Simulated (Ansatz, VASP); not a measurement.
# One calculation of SiC, two programs

Contents of INCAR:

```
PREC = Accurate ; ENCUT = 600
EDIFF = 1E-6 ; ISMEAR = -1
SIGMA = 0.08 ; LREAL = False
LASPH = True ; NELM = 120
ALGO = Normal ; ISIF = 2
LWAVE = False ; LCHARG = True
GGA = PE ; LELF = True
LVHAR = True ; NBANDS = 11
GGA_COMPAT = False
```

File KPOINTS:

```
Automatic mesh
0
Gamma
  14 14 14
```

File POSCAR:

```
SiC
1.0
    2.4514671525      0.0000000000      0.0000000000
    0.0000000000      2.4514671525      0.0000000000
    0.0000000000      0.0000000000      2.4514671525
Si C
1 1
Direct
    0.0000000000      0.0000000000      0.0000000000
    0.5000000000      0.5000000000      0.5000000000
```

Input for Ansatz:

```yaml
crystal:
  lattice:
    - [2.4514671525, 0.0, 0.0]
    - [0.0, 2.4514671525, 0.0]
    - [0.0, 0.0, 2.4514671525]
  atoms:
    - { symbol: Si, position: [0.0, 0.0, 0.0] }
    - { symbol: C, position: [0.5, 0.5, 0.5] }
kpoints:
  mp_grid: { grid: [14, 14, 14] }
scf:
  occupations: { method: fermi_dirac, width: 0.08 }
hamiltonian:
  xc: pbe
  pseudopotentials: { kind: paw }
output:
  forces: true
  stress: true
  eigenvalues: true
  populations: true
```

Change from the starting cell: volume scaled by 0.8, PAW files.

Alike in both runs: task single point; functional PBE; k mesh 14 × 14 × 14; occupations fermi-dirac, width 0.08 eV; no spin polarisation.

```csv
,VASP,Ansatz
version,VASP 6.6.1,Ansatz 0.2.0
potentials or method,"VASP PAW PBE potentials, release 64 (Si, C)","PAW with Ansatz's default frozen-core files, scalar-relativistic"
plane-wave cutoff (eV),600,420
valence electrons in the cell,8,8
```

|  | VASP | Ansatz | Ansatz less VASP |
| --- | --- | --- | --- |
| pressure (GPa) | 62.9 | 63.0 | +0.08 |

Both programs put the cell under a high pressure, so it lies far from rest at this level.

Noted on VASP's run: the cell as given lies far from equilibrium.
